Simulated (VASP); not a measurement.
# Sb (R-3m) in VASP: a series of runs

Sb is run at these levels: LDA; tasks: single point.

Program: VASP 6.6.1. These are calculated values, not measurements. Logs are shortened: lines on timing, memory, paths and dates and some standing lists are left out, and cuts for length are marked.

## 1. The cell of the first run

Symmetry: R-3m, No. 166, trigonal system. Conventional cell: a = 4.291 Å, b = 4.291 Å, c = 10.976 Å, α = 90.00°, β = 90.00°, γ = 120.00°. Within 3.8 Å of Sb (site symmetry 3m) lie 6 Sb at 2.91 to 3.27 Å.

## 2. Single point, LDA

INCAR

```
SYSTEM = Sb
ALGO = Normal ; EDIFF = 1E-6
ENCUT = 520 ; ISIF = 2
ISMEAR = 1 ; LASPH = .True.
LCHARG = .False. ; LREAL = .False.
LWAVE = .False. ; NBANDS = 12
NELM = 80 ; PREC = Accurate
SIGMA = 0.2
```

KPOINTS

```
k-points
0
Gamma
  9 9 9
  0 0 0
```

POSCAR

```
Sb
1.0
    2.1456002536      1.2387628840      3.6587425366
   -2.1456002536      1.2387628840      3.6587425366
    0.0000000000     -2.4775257680      3.6587425366
Sb
2
Direct
    0.2359371474      0.2359371474      0.2359371474
    0.7640628526      0.7640628526      0.7640628526
```

Potentials or basis: VASP PAW LDA potentials, release 64 (Sb).

The run is started by

```sh
> cat potpaw_LDA.64/Sb/POTCAR > POTCAR
> mpirun -np 1 vasp_std > vasp.out
```

OUTCAR:

```text
SYSTEM = Sb
   EDIFF = 1E-6
   ENCUT = 520
   ISIF = 2
   ISMEAR = 1
   LASPH = .True.
   LREAL = .False.
   NELM = 80
   PREC = Accurate

 ion  position               nearest neighbor table
   1  0.236  0.236  0.236-   2 2.91   2 2.91   2 2.91   2 3.27   2 3.27   2 3.27
   2  0.764  0.764  0.764-   1 2.91   1 2.91   1 2.91   1 3.27   1 3.27   1 3.27

  LATTYP: Found a trigonal (rhomboedric) cell.
 ALAT       =     4.4186571354
 COS(alpha) =     0.5284290848

  Lattice vectors:

 A1 = (   2.1456002536,   1.2387628840,   3.6587425366)
 A2 = (  -2.1456002536,   1.2387628840,   3.6587425366)
 A3 = (   0.0000000000,  -2.4775257680,   3.6587425366)

Analysis of symmetry for initial positions (statically):
=====================================================================
 Subroutine PRICEL returns:
 Original cell was already a primitive cell.

 Routine SETGRP: Setting up the symmetry group for a
 trigonal (rhombohedral) supercell.

 Subroutine GETGRP returns: Found 12 space group operations
 (whereof 12 operations were pure point group operations)
 out of a pool of 12 trial point group operations.

The static configuration has the point symmetry D_3d.

Analysis of symmetry for dynamics (positions and initial velocities):
=====================================================================
 Subroutine PRICEL returns:
 Original cell was already a primitive cell.

 Routine SETGRP: Setting up the symmetry group for a
 trigonal (rhombohedral) supercell.

 Subroutine GETGRP returns: Found 12 space group operations
 (whereof 12 operations were pure point group operations)
 out of a pool of 12 trial point group operations.

The dynamic configuration has the point symmetry D_3d.

 Subroutine INISYM returns: Found 12 space group operations
 (whereof 12 operations are pure point group operations),
 and found     1 'primitive' translations

----------------------------------------------------------------------------------------

                                     Primitive cell

  volume of cell :      58.3472

  direct lattice vectors                    reciprocal lattice vectors
     2.145600254  1.238762884  3.658742537     0.233035021  0.134542832  0.091105982
    -2.145600254  1.238762884  3.658742537    -0.233035021  0.134542832  0.091105982
     0.000000000 -2.477525768  3.658742537     0.000000000 -0.269085664  0.091105982

  length of vectors
     4.418657135  4.418657135  4.418657135     0.284090469  0.284090469  0.284090469

  position of ions in fractional coordinates (direct lattice)
     0.235937147  0.235937147  0.235937147
     0.764062853  0.764062853  0.764062853

  ion indices of the primitive-cell ions
   primitive index   ion index
                 1           1
                 2           2

----------------------------------------------------------------------------------------

 KPOINTS: k-points

Automatic generation of k-mesh.
 Grid dimensions read from file:
 generate k-points for:    9    9    9

 Generating k-lattice:

  Cartesian coordinates                     Fractional coordinates (reciprocal lattice)
     0.025892780  0.014949204  0.010122887     0.111111111  0.000000000  0.000000000
    -0.025892780  0.014949204  0.010122887     0.000000000  0.111111111  0.000000000
     0.000000000 -0.029898407  0.010122887     0.000000000  0.000000000  0.111111111

  Length of vectors
     0.031565608  0.031565608  0.031565608

  Shift w.r.t. Gamma in fractional coordinates (k-lattice)
     0.000000000  0.000000000  0.000000000

 Subroutine IBZKPT returns following result:
 ===========================================

 Found     85 irreducible k-points:

 Following reciprocal coordinates:
            Coordinates               Weight
  0.000000  0.000000  0.000000      1.000000
  0.111111  0.000000  0.000000      6.000000
  0.222222  0.000000 -0.000000      6.000000
  0.333333  0.000000 -0.000000      6.000000
  0.444444  0.000000 -0.000000      6.000000
  0.111111  0.111111  0.000000      6.000000
[... 16 lines left out ...]
 -0.333333  0.333333  0.000000      6.000000
  0.444444  0.444444 -0.000000      6.000000
 [... further k-points ...]
   k-points           NKPTS =     85   k-points in BZ     NKDIM =     85   number of bands    NBANDS=     12
   number of dos      NEDOS =    301   number of ions     NIONS =      2
   total plane-waves  NPLWV =  46656
   dimension x,y,z NGX =    36 NGY =   36 NGZ =   36
   dimension x,y,z NGXF=    72 NGYF=   72 NGZF=   72
   ions per type =               2
   NGX,Y,Z   is equivalent  to a cutoff of  13.54, 13.54, 13.54 a.u.
   NGXF,Y,Z  is equivalent  to a cutoff of  27.09, 27.09, 27.09 a.u.
 SYSTEM =  Sb
   PREC   = accura    normal or accurate (medium, high low for compatibility)
   ISTART =      0    job   : 0-new  1-cont  2-samecut
   ICHARG =      2    charge: 1-file 2-atom 10-const
   ISPIN  =      1    spin polarized calculation?
   LNONCOLLINEAR =      F non collinear calculations
   LSORBIT =      F    spin-orbit coupling
   LASPH  =      T    aspherical Exc in radial PAW
   ENCUT  =  520.0 eV  38.22 Ry    6.18 a.u.   8.22  8.22  8.22*2*pi/ulx,y,z
   NELM   =     80;   NELMIN=  2; NELMDL= -5     # of ELM steps
   EDIFF  = 0.1E-05   stopping-criterion for ELM
   LREAL  =      F    real-space projection
   EDIFFG = 0.1E-04   stopping-criterion for IOM
   NSW    =      0    number of steps for IOM
   IBRION =     -1    ionic relax: 0-MD 1-quasi-New 2-CG
   NFREE  =      0    steps in history (QN), initial steepest desc. (CG)
   ISIF   =      2    stress and relaxation
   ISYM   =      2    0-nonsym 1-usesym 2-fastsym
   POTIM  = 0.5000    time-step for ionic-motion
   TEBEG  =    0.0;   TEEND  =   0.0 temperature during run
   PSTRESS=    0.0 pullay stress
   NELECT =      10.0000    total number of electrons
   NUPDOWN=      -1.0000    fix difference up-down
   EMIN   =  10.00;   EMAX   =-10.00  energy-range for DOS
   EFERMI =   0.00;   METHOD = LEGACY
   ISMEAR =     1;   SIGMA  =   0.20  broadening in eV -4-tet -1-fermi 0-gaus
   EFERMI_NEDOS =   21; number of points for ismear=-14 and -15
   IALGO  =     38    algorithm
   IMIX   =      4    mixing-type and parameters
     AMIX     =   0.40;   BMIX     =  1.00
     AMIX_MAG =   1.60;   BMIX_MAG =  1.00
  volume/ion in A,a.u.               =      29.17       196.87
  Fermi-wavevector in a.u.,A,eV,Ry     =   0.909358  1.718437 11.251088  0.826932
  Thomas-Fermi vector in A             =   2.033393
   LORBIT       =      0    0 simple, 1 ext, 2 COOP (PROOUT), +10 PAW based schemes
   GGA     = CA    functional components
   LHFCALC =     F    Hartree Fock is set to
   AEXX    =    0.0000 exact exchange contribution
   IVDW    =     0    specifies the selected vdW correction
   LEPSILON=     F    determine dielectric tensor
   LRPA    =     F    only Hartree local field effects (RPA)
 non-spin polarized calculation
 Methfessel and Paxton  Order N= 1 SIGMA  =   0.20
  energy-cutoff  :      520.00
  volume of cell :       58.35
 maximum number of plane-waves:      1584
 NGX is ok and might be reduce to    36
   NGX = 17   NGY = 17   NGZ = 17

 number of electron      10.0000000 magnetization

 Free energy of the ion-electron system (eV)
  ---------------------------------------------------
  ext. energy  EPLUGINS =         0.00000000
  ---------------------------------------------------
  free energy    TOTEN  =        -9.63214167 eV

  energy without entropy =       -9.63356357  energy(sigma->0) =       -9.63261564

 E-fermi :   7.5541     XC(G=0):  -9.8716

 val. band max:        7.5360010368   @ k =   0.4444   0.0000  -0.0000
 cond. band min:       7.5789323974   @ k =   0.4444   0.4444   0.4444
 fundamental gap:      0.0429313606
 Fermi energy:         7.5541256747

 k-point     1 :       0.0000    0.0000    0.0000
  band No.  band energies     occupation
      1      -5.3826      2.00000
      2       2.8702      2.00000
      3       5.5291      2.00000
      4       5.6888      2.00000
      5       5.6888      2.00000
      6       9.8741     -0.00000
      7      10.3753     -0.00000
      8      10.3753     -0.00000
      9      12.4832      0.00000
     10      12.4832      0.00000
     11      12.6516      0.00000
     12      14.0662      0.00000

 k-point     2 :       0.1111    0.0000    0.0000
  band No.  band energies     occupation
      1      -5.2430      2.00000
      2       2.2044      2.00000
      3       5.5605      2.00000
      4       5.6740      2.00000
      5       6.0118      2.00000
      6       9.7000     -0.00000
      7       9.9860     -0.00000
      8       9.9958     -0.00000
      9      12.0800      0.00000
     10      12.5082      0.00000
     11      12.5762      0.00000
     12      14.9783      0.00000

 k-point     3 :       0.2222    0.0000   -0.0000
  band No.  band energies     occupation
      1      -4.8268      2.00000
      2       0.8631      2.00000
      3       5.6069      2.00000
      4       5.6581      2.00000
      5       6.4831      2.00000
      6       9.0354     -0.00000
      7       9.1503     -0.00000
      8       9.1837     -0.00000
      9      12.2712      0.00000
     10      12.9120      0.00000
     11      13.2308      0.00000
     12      16.7462      0.00000

 k-point     4 :       0.3333    0.0000   -0.0000
  band No.  band energies     occupation
      1      -4.1446      2.00000
      2      -0.5859      2.00000
      3       5.6838      2.00000
      4       5.7296      2.00000
      5       6.8021      2.00000
      6       8.1929     -0.00006
      7       8.3657     -0.00000
      8       8.3854     -0.00000
      9      13.2949      0.00000
     10      14.0223      0.00000
     11      14.4036      0.00000
     12      18.3516      0.00000

 k-point     5 :       0.4444    0.0000   -0.0000
  band No.  band energies     occupation
      1      -3.2433      2.00000
      2      -1.9042      2.00000
      3       5.7363      2.00000
      4       5.8890      2.00000
      5       7.0994      2.00599
      6       7.5360      1.15269
      7       7.8441     -0.05965
      8       7.8922     -0.03793
      9      14.7806      0.00000
     10      15.6205      0.00000
     11      15.9387      0.00000
     12      16.7052      0.00000
[... 228 lines left out ...]
      1      -3.3354      2.00000
      2      -0.3705      2.00000
      3       2.6087      2.00000
      4       3.9829      2.00000
      5       4.1749      2.00000
      6       9.6560     -0.00000
      7      11.8153      0.00000
      8      12.0687      0.00000
      9      12.9914      0.00000
     10      16.5024      0.00000
     11      16.8221      0.00000
     12      17.5391      0.00000

 k-point    22 :      -0.4444    0.3333    0.0000
  band No.  band energies     occupation
      1      -2.6808      2.00000
      2      -1.2873      2.00000
      3       2.1942      2.00000
      4       4.1739      2.00000
      5       4.4730      2.00000
      6      10.4406     -0.00000
      7      11.1494     -0.00000
      8      11.3984     -0.00000
      9      13.4823      0.00000
     10      15.4922      0.00000
     11      16.3296      0.00000
     12      18.2486      0.00000

 k-point    23 :      -0.3333    0.3333    0.0000
  band No.  band energies     occupation
      1      -2.2478      2.00000
      2      -2.0375      2.00000
      3       2.3294      2.00000
      4       4.6704      2.00000
      5       5.0020      2.00000
      6       9.7481     -0.00000
      7      10.2525     -0.00000
      8      12.6095      0.00000
      9      13.1653      0.00000
     10      14.0783      0.00000
     11      15.3082      0.00000
     12      17.5285      0.00000

 k-point    24 :       0.4444    0.4444   -0.0000
  band No.  band energies     occupation
      1      -3.0606      2.00000
      2      -0.3151      2.00000
      3       2.0593      2.00000
      4       3.7487      2.00000
      5       3.7848      2.00000
      6       9.1377     -0.00000
      7      12.5703      0.00000
      8      12.9805      0.00000
      9      14.2913      0.00000
     10      16.0871      0.00000
     11      17.3569      0.00000
     12      18.4197      0.00000

 [... further k-points ...]
[... 5 lines left out ...]
  --------------------------------------------------------------------------------------
  -------------------------------------------------------------------------------------
  Total        0.1360676      0.1360676      0.0917206     -0.0000000     -0.0000000     -0.0000000
  in kB        3.7363286      3.7363286      2.5185902     -0.0000000     -0.0000000     -0.0000000
  external PRESSURE =       3.3304158 kB  Pullay stress =       0.0000000 kB

 VOLUME and BASIS-vectors are now :
 -----------------------------------------------------------------------------
  energy-cutoff  :      520.00
  volume of cell :       58.35
      direct lattice vectors                 reciprocal lattice vectors
     2.145600254  1.238762884  3.658742537     0.233035021  0.134542832  0.091105982
    -2.145600254  1.238762884  3.658742537    -0.233035021  0.134542832  0.091105982
     0.000000000 -2.477525768  3.658742537     0.000000000 -0.269085664  0.091105982

 POSITION                                       TOTAL-FORCE (eV/Angst)
 -----------------------------------------------------------------------------------
      0.00000      0.00000      2.58970         0.000000      0.000000      0.034102
      0.00000      0.00000      8.38653         0.000000     -0.000000     -0.034102
 -----------------------------------------------------------------------------------
    total drift:                               -0.000000      0.000000     -0.000000

  FREE ENERGIE OF THE ION-ELECTRON SYSTEM (eV)
  ---------------------------------------------------
  free  energy   TOTEN  =        -9.6321416729 eV

  energy  without entropy=       -9.6335635699  energy(sigma->0) =       -9.63261564
```

It took 38 s on 1 thread of AMD EPYC 7R43 (Zen 3), shared host; peak memory 0.16 GiB.

What came out:

```yaml
Free_energy: -9.6321 eV
Pressure: 0.3 GPa
Largest_force: 0.034 eV/Å
```

Forces on the atoms (eV/Å):
```
Sb   0.000  0.000  0.034
Sb   0.000  0.000 -0.034
```

Levels at points of the mesh, in eV from the Fermi level:
| k point | band 2 | band 3 | band 4 | band 5 | band 6 | band 7 | band 8 | band 9 |
| --- | --- | --- | --- | --- | --- | --- | --- | --- |
| (0.00, 0.00, 0.00) | -4.68 | -2.03 | -1.87 | -1.87 | 2.32 | 2.82 | 2.82 | 4.93 |

Caveat: spin-orbit coupling is left out, which moves the levels of the heavy elements.

## 3. Single point, LDA

INCAR

```
SYSTEM = Sb
ALGO = Normal
EDIFF = 1E-7
ENCUT = 520
GGA = CA
ISIF = 2
ISMEAR = 1
LASPH = .True.
LCHARG = .False.
LREAL = .False.
LWAVE = .False.
NBANDS = 12
NELM = 60
PREC = Accurate
SIGMA = 0.6
```

KPOINTS is that of step 2.

POSCAR is that of step 2.

Potentials or basis: VASP PAW LDA potentials, release 64 (Sb).

The run is started by

```sh
> cat potpaw_LDA.64/Sb/POTCAR > POTCAR
> mpirun -np 1 vasp_std > vasp.out
```

It took 42 s on 1 thread of AMD EPYC 7R43 (Zen 3), shared host; peak memory 0.17 GiB.

Results (log left out):

```
Free energy   : -9.6174 eV
Pressure      : 0.2 GPa
Largest force : 0.056 eV/Å
```

Forces in eV/Å, atoms in the order of the input:
```
Sb   0.000  0.000  0.056
Sb   0.000  0.000 -0.056
```

Levels at points of the mesh, in eV from the Fermi level:
```tsv
k point	band 3	band 4	band 5	band 6	band 7	band 8
(0.00, 0.00, 0.00)	-1.96	-1.80	-1.80	2.38	2.89	2.89
```

Caveat: spin-orbit coupling is left out, which moves the levels of the heavy elements.

## 4. Single point, LDA

INCAR

```
SYSTEM = Sb
ALGO = Normal ; EDIFF = 1E-6
ENCUT = 520 ; GGA = CA
ISIF = 2 ; ISMEAR = 1
LASPH = .TRUE. ; LCHARG = .FALSE.
LREAL = .FALSE. ; LWAVE = .FALSE.
NBANDS = 12 ; NELM = 100
PREC = Accurate ; SIGMA = 1.0
```

KPOINTS

```
k-points
0
G
  9 9 9
  0 0 0
```

POSCAR is that of step 3.

The run is started by

```sh
> cat potpaw_LDA.64/Sb/POTCAR > POTCAR
> mpirun -np 1 vasp_std > vasp.out
```

Wall time 39 s (1 thread of AMD EPYC 7R43 (Zen 3), shared host); peak memory 0.16 GiB.

Results (log left out):

- Free energy: -9.5849 eV
- Pressure: 0.0 GPa
- Largest force: 0.145 eV/Å

Forces in eV/Å, atoms in the order of the input:
```
Sb   0.000  0.000  0.145
Sb   0.000  0.000 -0.145
```

Stress tensor (GPa, compression positive):
```
-0.02  0.00  0.00
 0.00 -0.02  0.00
 0.00  0.00  0.12
```

Levels at points of the mesh, in eV from the Fermi level:
```
           k point  band 2  band 3  band 4  band 5  band 6  band 7  band 8  band 9
(0.00, 0.00, 0.00)   -4.55   -1.89   -1.73   -1.73    2.45    2.95    2.95    5.06
```

Caveat: spin-orbit coupling is left out, which moves the levels of the heavy elements.

## 5. Overview

| smearing | pressure (GPa) | largest force (eV/Å) |
| --- | --- | --- |
| methfessel-paxton 0.2 eV | 0.3 | 0.03 |
| methfessel-paxton 0.6 eV | 0.2 | 0.06 |
| methfessel-paxton 1 eV | 0.0 | 0.14 |

Alike in all rows: task single point; level LDA; potentials or basis VASP PAW LDA potentials, release 64 (Sb); no spin polarisation; cell as given; k mesh 9 × 9 × 9; cutoff (eV) 520.

Caveats: spin-orbit coupling is left out, which moves the levels of the heavy elements.

Total energies depend on the potentials used, so only differences within one code and one set of settings carry meaning.
